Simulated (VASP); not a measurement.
# Al8N7 (a cell with a defect) in VASP: further runs, part 3 of 3

VASP 6.6.1. The steps go on from the part before.

## 5. Single point, LDA (atom 9 moved 0.500 of the way to it and -0.125 Å across, host rigid)

INCAR reads:

```
PREC = Accurate
ENCUT = 520
EDIFF = 1E-7
ISMEAR = 0
SIGMA = 0.05
LREAL = Auto
LASPH = T
NELM = 100
ALGO = Normal
ISIF = 2
LWAVE = F
LCHARG = T
LELF = T
LVHAR = T
NBANDS = 42
NELECT = 56.0
```

KPOINTS reads:

```
regular mesh
0
Gamma
  4 4 4
```

POSCAR reads:

```
Al8N7
1.0
   -4.0109247379      4.0109247379      0.0000000000
   -4.0109247379      0.0000000000      4.0109247379
    0.0000000000      4.0109247379      4.0109247379
Al N
8 7
Direct
    0.7500000000      0.7500000000      0.7500000000
    0.2500000000      0.7500000000      0.7500000000
    0.7500000000      0.2500000000      0.7500000000
    0.7500000000      0.7500000000      0.2500000000
    0.2500000000      0.2500000000      0.7500000000
    0.2500000000      0.7500000000      0.2500000000
    0.7500000000      0.2500000000      0.2500000000
    0.2500000000      0.2500000000      0.2500000000
    0.2655824415      0.9844175585      0.4844175585
    1.0000000000      0.5000000000      0.5000000000
    1.0000000000      1.0000000000      0.0000000000
    0.5000000000      0.5000000000      0.5000000000
    0.5000000000      1.0000000000      0.0000000000
    1.0000000000      0.5000000000      0.0000000000
    0.5000000000      0.5000000000      0.0000000000
```

Potentials or basis: VASP PAW LDA potentials, release 64 (Al, N).

Launch:

```bash
cat potpaw_LDA.64/Al/POTCAR potpaw_LDA.64/N/POTCAR > POTCAR
mpirun -np 1 vasp_std > vasp.out
```

OUTCAR:

```text
PREC = Accurate
   ENCUT = 520
   EDIFF = 1E-7
   ISMEAR = 0
   LREAL = Auto
   LASPH = T
   NELM = 100
   ISIF = 2
   NELECT = 56.0

 ion  position               nearest neighbor table
   1  0.750  0.750  0.750-  10 2.01  13 2.01  14 2.01  15 2.01   3 2.84   4 2.84   2 2.84   4 2.84
                             6 2.84   7 2.84   3 2.84   5 2.84   7 2.84   2 2.84   5 2.84   6 2.84
   2  0.250  0.750  0.750-   9 1.42  11 2.01  12 2.01  14 2.01  15 2.01   6 2.84   1 2.84   5 2.84
                             4 2.84   6 2.84   8 2.84   3 2.84   5 2.84   8 2.84   1 2.84   3 2.84
   3  0.750  0.250  0.750-  10 2.01  11 2.01  12 2.01  13 2.01  15 2.01   9 2.56   7 2.84   1 2.84
                             5 2.84   4 2.84   7 2.84   8 2.84   1 2.84   2 2.84   4 2.84   2 2.84
   4  0.750  0.750  0.250-  10 2.01  11 2.01  12 2.01  13 2.01  14 2.01   9 2.36   1 2.84   6 2.84
                             7 2.84   1 2.84   2 2.84   3 2.84   3 2.84   7 2.84   8 2.84   2 2.84
   5  0.250  0.250  0.750-  10 2.01  11 2.01  12 2.01  13 2.01  14 2.01   9 2.56   2 2.84   3 2.84
                             8 2.84   6 2.84   7 2.84   8 2.84   1 2.84   2 2.84   6 2.84   1 2.84
   6  0.250  0.750  0.250-  10 2.01  11 2.01  12 2.01  13 2.01  15 2.01   9 2.36   2 2.84   4 2.84
                             8 2.84   1 2.84   2 2.84   5 2.84   5 2.84   7 2.84   8 2.84   1 2.84
   7  0.750  0.250  0.250-  11 2.01  12 2.01  14 2.01  15 2.01   4 2.84   8 2.84   3 2.84   1 2.84
                             3 2.84   5 2.84   1 2.84   4 2.84   6 2.84   5 2.84   6 2.84   8 2.84
   8  0.250  0.250  0.250-   9 1.42  10 2.01  13 2.01  14 2.01  15 2.01   7 2.84   5 2.84   6 2.84
                             2 2.84   3 2.84   5 2.84   2 2.84   4 2.84   6 2.84   3 2.84   4 2.84
   9  0.266  0.984  0.484-   2 1.42   8 1.42   6 2.36   4 2.36   5 2.56   3 2.56
  10  0.000  0.500  0.500-   1 2.01   3 2.01   4 2.01   5 2.01   6 2.01   8 2.01
  11  0.000  0.000  0.000-   2 2.01   3 2.01   4 2.01   5 2.01   6 2.01   7 2.01
  12  0.500  0.500  0.500-   2 2.01   3 2.01   4 2.01   5 2.01   6 2.01   7 2.01
  13  0.500  0.000  0.000-   1 2.01   3 2.01   4 2.01   5 2.01   6 2.01   8 2.01
  14  0.000  0.500  0.000-   1 2.01   2 2.01   4 2.01   5 2.01   7 2.01   8 2.01
  15  0.500  0.500  0.000-   1 2.01   2 2.01   3 2.01   6 2.01   7 2.01   8 2.01

  LATTYP: Found a face centered cubic cell.
 ALAT       =     8.0218494758

[... 197 lines left out ...]
  free energy    TOTEN  =      -137.47765075 eV

  energy without entropy =     -137.47483446  energy(sigma->0) =     -137.47624261

 E-fermi :   9.3569     XC(G=0): -12.1127

 val. band max:        9.3442010239   @ k =   0.0000   0.5000   0.0000
 cond. band min:       9.4281918183   @ k =   0.2500   0.2500   0.0000
 fundamental gap:      0.0839907944
 Fermi energy:         9.3568976838

 k-point     1 :       0.0000    0.0000    0.0000
  band No.  band energies     occupation
      1      -7.6769      2.00000
      2      -4.9957      2.00000
      3      -4.6232      2.00000
      4      -4.5938      2.00000
      5      -3.6578      2.00000
      6      -3.6513      2.00000
[... 763 lines left out ...]
     39      18.7362      0.00000
     40      18.8529      0.00000
 [bands above 40 left out]

------------------------ aborting loop because EDIFF is reached ----------------------------------------

  FORCE on cell =-STRESS in cart. coord.  units (eV):
  Direction    XX          YY          ZZ          XY          YZ          ZX
  --------------------------------------------------------------------------------------
  -------------------------------------------------------------------------------------
  Total       -8.2115685     -8.2115685    -28.3657056     28.1730921      0.0000000      0.0000000
  in kB     -101.9466988   -101.9466988   -352.1604983    349.7691997      0.0000000      0.0000000
  external PRESSURE =    -185.3512986 kB  Pullay stress =       0.0000000 kB

 VOLUME and BASIS-vectors are now :
 -----------------------------------------------------------------------------
  energy-cutoff  :      520.00
  volume of cell :      129.05
      direct lattice vectors                 reciprocal lattice vectors
    -4.010924738  4.010924738  0.000000000    -0.124659532  0.124659532 -0.124659532
    -4.010924738  0.000000000  4.010924738    -0.124659532 -0.124659532  0.124659532
     0.000000000  4.010924738  4.010924738     0.124659532  0.124659532  0.124659532

 POSITION                                       TOTAL-FORCE (eV/Angst)
 -----------------------------------------------------------------------------------
     -6.01639      6.01639      6.01639         3.021180      3.021180      0.025010
     -4.01092      4.01092      6.01639        16.335637     16.335637      1.756155
     -4.01092      6.01639      4.01092        -0.196673      0.196673      2.462452
     -6.01639      4.01092      4.01092         0.439736     -0.439736     -2.296291
     -2.00546      4.01092      4.01092         0.196673     -0.196673      2.462452
     -4.01092      2.00546      4.01092        -0.439736      0.439736     -2.296291
     -4.01092      4.01092      2.00546        -3.021180     -3.021180      0.025010
     -2.00546      2.00546      2.00546       -16.335637    -16.335637      1.756155
     -5.01366      3.00819      5.89139         0.000000      0.000000     -2.157520
     -2.00546      2.00546      4.01092        -0.760421     -0.760421      1.771669
      0.00000      0.00000      0.00000         0.760421      0.760421      1.771669
     -4.01092      4.01092      4.01092         1.122730      1.122730     -2.632441
     -2.00546      2.00546      0.00000        -1.122730     -1.122730     -2.632441
     -2.00546      0.00000      2.00546         0.047286     -0.047286     -0.007794
     -4.01092      2.00546      2.00546        -0.047286      0.047286     -0.007794
 -----------------------------------------------------------------------------------
    total drift:                                0.000000     -0.000000     -0.000160

  FREE ENERGIE OF THE ION-ELECTRON SYSTEM (eV)
  ---------------------------------------------------
  free  energy   TOTEN  =      -137.4776507549 eV

  energy  without entropy=     -137.4748344599  energy(sigma->0) =     -137.47624261
```

Wall time 7.2 min (1 thread of Intel Xeon Platinum 8488C (Sapphire Rapids), shared host); peak memory 0.23 GiB.

What came out:

| Item | Value |
| --- | --- |
| Free energy | -137.4777 eV |
| Largest force | 23.169 eV/Å |

Forces in eV/Å, atoms in the order of the input:
```
Al    3.021   3.021   0.025
Al   16.336  16.336   1.756
Al   -0.197   0.197   2.462
Al    0.440  -0.440  -2.296
Al    0.197  -0.197   2.462
Al   -0.440   0.440  -2.296
Al   -3.021  -3.021   0.025
Al  -16.336 -16.336   1.756
N     0.000   0.000  -2.158
N    -0.760  -0.760   1.772
N     0.760   0.760   1.772
N     1.123   1.123  -2.632
N    -1.123  -1.123  -2.632
N     0.047  -0.047  -0.008
N    -0.047   0.047  -0.008
```

Caveat: the cell carries a net charge on a neutralising background, which shifts energy and pressure; the cell differs from its parent crystal (atom 9 moved 0.500 of the way to it and -0.125 Å across, host rigid); the cell is charged against a uniform background, so pressure and absolute levels hang on convention.

## 6. Single point, LDA (atom 9 moved 0.000 of the way to it and -0.375 Å across, host rigid)

INCAR reads:

```
PREC     = Accurate       # precision mode
ENCUT    = 520            # plane-wave cutoff, eV
EDIFF    = 1E-6           # SCF threshold, eV
ISMEAR   = 0              # smearing method
SIGMA    = 0.05           # smearing width, eV
LREAL    = Auto         
LASPH    = T              # aspherical terms in the spheres
NELM     = 60             # most SCF steps
ALGO     = Normal         # electronic algorithm
ISIF     = 2              # what is computed and relaxed
LWAVE    = F              # write WAVECAR
LCHARG   = F              # write CHGCAR
NBANDS   = 42             # bands
NELECT   = 56.0
```

KPOINTS is that of step 5.

POSCAR: that of step 5 with these lines changed.

```diff
@@ -16,3 +16,3 @@
     0.2500000000      0.2500000000      0.2500000000
-    0.2655824415      0.9844175585      0.4844175585
+    0.5467473244      0.9532526756      0.4532526756
     1.0000000000      0.5000000000      0.5000000000
```

Potentials or basis: VASP PAW LDA potentials, release 64 (Al, N).

Launch:

```bash
cat potpaw_LDA.64/Al/POTCAR potpaw_LDA.64/N/POTCAR > POTCAR
mpirun -np 1 vasp_std > vasp.out
```

OUTCAR:

```text
PREC = Accurate
   ENCUT = 520
   EDIFF = 1E-6
   ISMEAR = 0
   LREAL = Auto
   LASPH = T
   NELM = 60
   ISIF = 2
   NELECT = 56.0

 ion  position               nearest neighbor table
   1  0.750  0.750  0.750-  10 2.01  13 2.01  14 2.01  15 2.01   9 2.04   4 2.84   2 2.84   3 2.84
                             4 2.84   6 2.84   7 2.84   3 2.84   5 2.84   7 2.84   2 2.84   5 2.84
   2  0.250  0.750  0.750-  11 2.01  12 2.01  14 2.01  15 2.01   9 2.04   6 2.84   1 2.84   5 2.84
                             4 2.84   6 2.84   8 2.84   3 2.84   5 2.84   8 2.84   1 2.84   3 2.84
[... 1021 lines left out ...]
    -4.010924738  4.010924738  0.000000000    -0.124659532  0.124659532 -0.124659532
    -4.010924738  0.000000000  4.010924738    -0.124659532 -0.124659532  0.124659532
     0.000000000  4.010924738  4.010924738     0.124659532  0.124659532  0.124659532

 POSITION                                       TOTAL-FORCE (eV/Angst)
 -----------------------------------------------------------------------------------
     -6.01639      6.01639      6.01639         2.572325      0.035417     -0.259543
     -4.01092      4.01092      6.01639         0.035417      2.572325     -0.259543
     -4.01092      6.01639      4.01092        -0.000000      0.000000      2.602130
     -6.01639      4.01092      4.01092         0.000000     -0.000000     -6.385425
     -2.00546      4.01092      4.01092        -0.000000      0.000000      0.460087
     -4.01092      2.00546      4.01092        -0.000000      0.000000     -2.615206
     -4.01092      4.01092      2.00546        -0.035417     -2.572325     -0.259543
     -2.00546      2.00546      2.00546        -2.572325     -0.035417     -0.259543
     -6.01639      4.01092      5.64139         0.000000     -0.000000     10.109411
     -2.00546      2.00546      4.01092         0.026518      0.967288     -0.801455
      0.00000      0.00000      0.00000        -0.967288     -0.026518     -0.801455
     -4.01092      4.01092      4.01092         0.967288      0.026518     -0.801455
     -2.00546      2.00546      0.00000        -0.026518     -0.967288     -0.801455
     -2.00546      0.00000      2.00546        -0.000000      0.000000     -0.001048
     -4.01092      2.00546      2.00546        -0.000000      0.000000      0.074042
 -----------------------------------------------------------------------------------
    total drift:                               -0.000000      0.000000      0.001592

  FREE ENERGIE OF THE ION-ELECTRON SYSTEM (eV)
  ---------------------------------------------------
  free  energy   TOTEN  =      -144.4332838774 eV

  energy  without entropy=     -144.4253407927  energy(sigma->0) =     -144.42931234
```

Wall time 6 min (1 thread of Intel Xeon Platinum 8488C (Sapphire Rapids), shared host); peak memory 0.23 GiB.

Results:

- Free energy: -144.4333 eV
- Largest force: 10.109 eV/Å

Forces in eV/Å, atoms in the order of the input:
```
Al   2.572  0.035 -0.260
Al   0.035  2.572 -0.260
Al   0.000  0.000  2.602
Al   0.000  0.000 -6.385
Al   0.000  0.000  0.460
Al   0.000  0.000 -2.615
Al  -0.035 -2.572 -0.260
Al  -2.572 -0.035 -0.260
N    0.000  0.000 10.109
N    0.027  0.967 -0.801
N   -0.967 -0.027 -0.801
N    0.967  0.027 -0.801
N   -0.027 -0.967 -0.801
N    0.000  0.000 -0.001
N    0.000  0.000  0.074
```

Levels at points of the mesh, in eV from the Fermi level:
| k point | band 25 | band 26 | band 27 | band 28 | band 29 | band 30 | band 31 | band 32 |
| --- | --- | --- | --- | --- | --- | --- | --- | --- |
| (0.00, 0.00, 0.00) | -0.55 | -0.53 | 0.20 | 0.24 | 0.32 | 5.47 | 5.50 | 5.68 |
| (0.50, 0.00, 0.00) | -0.71 | -0.68 | -0.30 | -0.08 | 0.05 | 2.55 | 5.73 | 5.74 |
| (0.00, 0.50, 0.00) | -0.86 | -0.63 | -0.08 | -0.01 | 0.00 | 2.46 | 5.16 | 5.71 |
| (0.50, 0.50, 0.00) | -0.77 | -0.74 | -0.57 | -0.56 | 0.52 | 2.41 | 4.92 | 4.97 |
| (0.00, 0.50, 0.50) | -0.73 | -0.69 | -0.58 | -0.53 | 0.58 | 2.31 | 4.65 | 4.91 |

Caveat: the cell carries a net charge on a neutralising background, which shifts energy and pressure; the cell differs from its parent crystal (atom 9 moved 0.000 of the way to it and -0.375 Å across, host rigid); the cell is charged against a uniform background, so pressure and absolute levels hang on convention.
